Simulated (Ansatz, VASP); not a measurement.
## NaH in VASP and in Ansatz

```
Na H
1.0
     0.00000    2.39751    2.39751
     2.39751    0.00000    2.39751
     2.39751    2.39751    0.00000
Na H
1 1
Direct
  0.00000 0.00000 0.00000
  0.50000 0.50000 0.50000
```

Alike in both runs: task single point; functional PBEsol; k mesh 6 × 6 × 6; no spin polarisation.

|  | VASP | Ansatz |
| --- | --- | --- |
| version | VASP 6.6.1 | Ansatz 0.2.0 |
| potentials or method | VASP PAW PBE potentials, release 64 (Na_pv, H) | plane waves |
| plane-wave cutoff (eV) | 500 | 420 |
| occupations | methfessel-paxton of order 1, width 0.001 eV | cold, width 0.001 eV |
| valence electrons in the cell | 8 | 10 |

```csv
,VASP,Ansatz,Ansatz less VASP
gap on the k mesh at the Fermi level (eV),3.65,3.65,+0.002
pressure (GPa),-0.1,0.0,+0.06
```

VASP's potentials were made for PBE, not for PBEsol. VASP's potentials hold 8 valence electrons a cell and Ansatz's 10, so a difference there can come from the potentials and not from the codes.
